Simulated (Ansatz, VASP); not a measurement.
# HfNbTe4 in VASP and in Ansatz

```
Hf Nb Te
1.0
     5.15176    0.00000    0.00000
     0.00000    5.15176    0.00000
     0.00000    0.00000    7.31990
Hf Nb Te
1 1 4
Direct
  0.00000 0.00000 0.50000
  0.50000 0.50000 0.00000
  0.00000 0.50000 0.25794
  0.50000 0.00000 0.25794
  0.00000 0.50000 0.74206
  0.50000 0.00000 0.74206
```

Change from the starting cell: species swapped into the BaSrI4 type (P4/mmm, No. 123).

Alike in both runs: task relaxation of cell and atoms; functional PBE; k mesh 4 × 4 × 4; occupations gaussian, width 0.1 eV; no spin polarisation.

|  | VASP | Ansatz |
| --- | --- | --- |
| version | VASP 6.6.1 | Ansatz 0.2.0 |
| potentials or method | VASP PAW PBE potentials, release 64 (Hf_pv, Nb_sv, Te), cutoff 600 eV | scalar-relativistic, plane waves, PAW |
| valence electrons in the cell | 47 | 103 |

Ansatz gave:

| Item | Value |
| --- | --- |
| gap on the k mesh at the Fermi level, each at its own relaxed structure (eV) | none |
| relaxed volume (Å³/atom) | 28.52 |
| relaxed cell length with the largest relative difference (Å) | 6.973 |

Question: Estimate VASP's values.

Answer: gap on the k mesh at the Fermi level, each at its own relaxed structure (eV): none; relaxed volume (Å³/atom): 28.48; relaxed cell length with the largest relative difference (Å): 6.953.

A gap of «none» marks a metal or a gap that the smearing closes. VASP's potentials hold 47 valence electrons a cell and Ansatz's 103, so a difference there can come from the potentials and not from the codes.

Neither program's run includes spin-orbit coupling.
